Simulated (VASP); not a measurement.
Crystal: Pt.

```xyz
1
Lattice="0.0000 1.9609 1.9609 1.9609 0.0000 1.9609 1.9609 1.9609 0.0000" Properties=species:S:1:pos:R:3 pbc="T T T"
Pt    0.0000    0.0000    0.0000
```

Base run:

| Item | Value |
| --- | --- |
| Program | VASP 6.6.1 |
| Functional | PBE |
| Potentials or basis | VASP PAW PBE potentials, release 64 (Pt) |
| Cutoff | 500 eV |
| k mesh | 13 × 13 × 13 |
| Occupations | gaussian, width 0.1 eV |
| Spin | no spin polarisation |

Its results: band gap on the k mesh zero (bands 5 and 6 overlap by 2.17 eV); pressure 9.5 GPa.

Question: The run is repeated on the same cell with these changes: occupations from gaussian, width 0.1 eV to gaussian, width 0.5 eV. What comes out?

Answer: Band gap on the k mesh zero (bands 5 and 6 overlap by 2.17 eV); pressure 10.8 GPa.

Caveats: the cell stands under pressure; spin-orbit coupling is left out, which moves the levels of the heavy elements; so wide a smearing shifts energies and pressures (at least some runs).
